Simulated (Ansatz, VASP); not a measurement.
Given: the input of a run of VASP 6.6.1 on SiC.

INCAR

```
SYSTEM = SiC
  PREC = Accurate
  ENCUT = 600
  EDIFF = 1E-6
  ISMEAR = -1
  SIGMA = 0.05
  LREAL = .False.
  LASPH = .True.
  NELM = 80
  ALGO = Normal
  ISIF = 3
  LWAVE = .False.
  LCHARG = .False.
  GGA = B5
  ALDAX = 1.0
  AGGAX = 1.0
  AGGAC = 1.0
  ALDAC = 0.0
  IVDW = 13
  VDW_S6 = 1.0
  VDW_S8 = 2.34076671
  VDW_A1 = 0.44488865
  VDW_A2 = 4.0933009
  IBRION = 2
  NSW = 60
  EDIFFG = -0.01
```

Contents of KPOINTS:

```
regular mesh
0
Gamma
  10 10 5
  0 0 0
```

Contents of POSCAR:

```
SiC
1.0
    3.0760000000      0.0000000000      0.0000000000
   -1.5380000000      2.6638941420      0.0000000000
    0.0000000000      0.0000000000      5.0480000000
Si C
2 2
Direct
    0.6666666667      0.3333333333      0.5000000000
    0.3333333333      0.6666666667      0.0000000000
    0.6666666667      0.3333333333      0.8850000000
    0.3333333333      0.6666666667      0.3850000000
```

Potentials or basis: VASP PAW PBE potentials, release 64 (Si, C).

Run with:

```console
$ cat potpaw_PBE.64/Si/POTCAR potpaw_PBE.64/C/POTCAR > POTCAR
$ mpirun -np 1 vasp_std > vasp.out
```

**Question.** Translate it to Ansatz 0.2.0. Potentials there: Ansatz PAW.

**Answer.** As run (the cutoff follows the program's own potentials):

File input.yaml:

```yaml
crystal:
  lattice:
    - [3.076, 0.0, 0.0]
    - [-1.538, 2.663894142, 0.0]
    - [0.0, 0.0, 5.048]
  atoms:
    - { symbol: Si, position: [0.6666666667, 0.3333333333, 0.5] }
    - { symbol: Si, position: [0.3333333333, 0.6666666667, 0.0] }
    - { symbol: C, position: [0.6666666667, 0.3333333333, 0.885] }
    - { symbol: C, position: [0.3333333333, 0.6666666667, 0.385] }
hamiltonian:
  xc: blyp
  pseudopotentials: { kind: paw }
  dispersion: d4
kpoints:
  mp_grid: { grid: [10, 10, 5] }
scf:
  occupations: { method: fermi_dirac, width: 0.05 }
output:
  forces: true
  stress: true
relax:
  f_tol: 0.01
  max_steps: 40
  cell: { stress_tol: 0.05 }
```

Potentials or basis: Ansatz PAW.

Command:

```console
$ ansatz run input.yaml --threads 2 --pin off --max-ram 5632MiB --backend cpu --events-out ev --progress --plain --runs-dir out
```

Both were run:

|  | VASP | Ansatz | Ansatz less VASP |
| --- | --- | --- | --- |
| relaxed volume (Å³/atom) | 10.33 | 10.30 | -0.029 |
| relaxed cell length with the largest relative difference (Å) | 5.050 | 5.045 | -0.0053 |

VASP's potentials were made for PBE, not for BLYP.

Noted on Ansatz's run: odd divisions of the mesh miss points on the zone boundary, where band edges often lie, so the gap on the mesh can be too wide; the plane-wave basis is chosen anew once the cell has moved, so the energies of steps on either side of that aren't comparable.
